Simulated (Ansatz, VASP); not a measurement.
## BaTe: VASP beside Ansatz

The input POSCAR:

```
BaTe
1.0
    0.0000000000      3.4602696089      3.4602696089
    3.4602696089      0.0000000000      3.4602696089
    3.4602696089      3.4602696089      0.0000000000
Ba Te
1 1
Direct
    0.0000000000      0.0000000000      0.0000000000
    0.5000000000      0.5000000000      0.5000000000
```

Contents of INCAR.step1:

```
  ALGO = Normal
  EDIFF = 1E-4
  ENCUT = 520
  GGA = PE
  ISMEAR = 0
  LASPH = T
  LCHARG = F
  LREAL = F
  LWAVE = T
  NBANDS = 15
  NELM = 60
  PREC = Accurate
  SIGMA = 0.01
```

Contents of INCAR.step2:

```
  ALGO = Normal
  EDIFF = 1E-7
  ENCUT = 520
  ISIF = 2
  ISMEAR = 0
  ISTART = 1
  LASPH = T
  LCHARG = F
  LMIXTAU = T
  LREAL = F
  LWAVE = F
  METAGGA = R2SCAN
  NBANDS = 15
  NELM = 60
  PREC = Accurate
  SIGMA = 0.01
```

The input KPOINTS:

```
k-points
0
Gamma
  6 6 6
```

Input for Ansatz:

```yaml
crystal:
  lattice:
    - [0.0, 3.4602696089, 3.4602696089]
    - [3.4602696089, 0.0, 3.4602696089]
    - [3.4602696089, 3.4602696089, 0.0]
  atoms:
    - { symbol: Ba, position: [0.0, 0.0, 0.0] }
    - { symbol: Te, position: [0.5, 0.5, 0.5] }
kpoints:
  mp_grid: { grid: [6, 6, 6] }
hamiltonian:
  xc: r2scan
scf:
  occupations: { method: fixed }
  n_extra_bands: 4
output:
  forces: true
  stress: true
  eigenvalues: true
```

Alike in both runs: task single point; functional r2SCAN; k mesh 6 × 6 × 6; no spin polarisation.

|  | VASP | Ansatz |
| --- | --- | --- |
| version | VASP 6.6.1 | Ansatz 0.2.0 |
| potentials or method | VASP PAW PBE potentials, release 64 (Ba_sv, Te) | plane waves, PAW |
| plane-wave cutoff (eV) | 520 | 500 |
| occupations | gaussian, width 0.01 eV | fixed |
| valence electrons in the cell | 16 | 26 |

Ansatz gave:

```
gap on the k mesh at the Fermi level (eV) : 1.88
pressure (GPa)                            : 2.1
```

Task: Which values does VASP return?

Result: gap on the k mesh at the Fermi level (eV): 1.80; pressure (GPa): 2.5.

VASP's potentials were made for PBE, not for r2SCAN. VASP's potentials hold 16 valence electrons a cell and Ansatz's 26, so a difference there can come from the potentials and not from the codes.

Neither program's run includes spin-orbit coupling.
